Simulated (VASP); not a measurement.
## BaAlP4: single point with PBE

Crystal: BaAlP4.

```
Ba Al P
1.0
     4.49631    0.00000    0.00000
     2.24816   -7.90587    0.00000
     0.00000    0.00000   -6.34044
Ba Al P
2 2 8
Direct
  0.85166 0.29668 0.46580
  0.14834 0.70332 0.96580
  0.41447 0.17106 0.00000
  0.58553 0.82894 0.50000
  0.30450 0.39100 0.19550
  0.69550 0.60900 0.69550
  0.33470 0.33060 0.73500
  0.66530 0.66940 0.23500
  0.47550 0.04900 0.31080
  0.52450 0.95100 0.81080
  0.92110 0.15780 0.00920
  0.07890 0.84220 0.50920
```

* Program: VASP 6.6.1
* Task: single point
* Functional: PBE
* Potentials or basis: VASP PAW PBE potentials, release 64 (Ba_sv, Al, P)
* Cutoff: 400 eV
* k mesh: 7 × 7 × 5
* Occupations: fermi-dirac, width 0.1 eV
* Spin: no spin polarisation
* Dipole correction: no
* k mesh for the DOS: 11 × 11 × 8
* Occupations for the DOS: tetrahedron
* Further INCAR settings: ALGO = Normal; EDIFF = 1e-06; NBANDS = 45

```yaml
Valence_electrons_inside_the_program's_atomic_spheres: Ba 8.24; Al 0.98; P 2.52, 2.51, 2.55, 2.49 (each value once)
```

Levels at points of the mesh, in eV from the Fermi level:
```
           k point  band 30  band 31  band 32  band 33  band 34  band 35  band 36  band 37
(0.00, 0.00, 0.00)    -0.91    -0.81    -0.45    -0.28    -0.11     0.11     0.76     1.09
(0.00, 0.00, 0.50)    -1.55    -0.61    -0.61    -0.47    -0.47     0.05     0.05     0.14
```

Run time: 9.2 min on 1 thread of AMD EPYC 9R45 96-Core Processor (Zen 5), on a shared host, peak memory 0.9 GiB.

Caveat: spin-orbit coupling is left out, which moves the levels of the heavy elements.
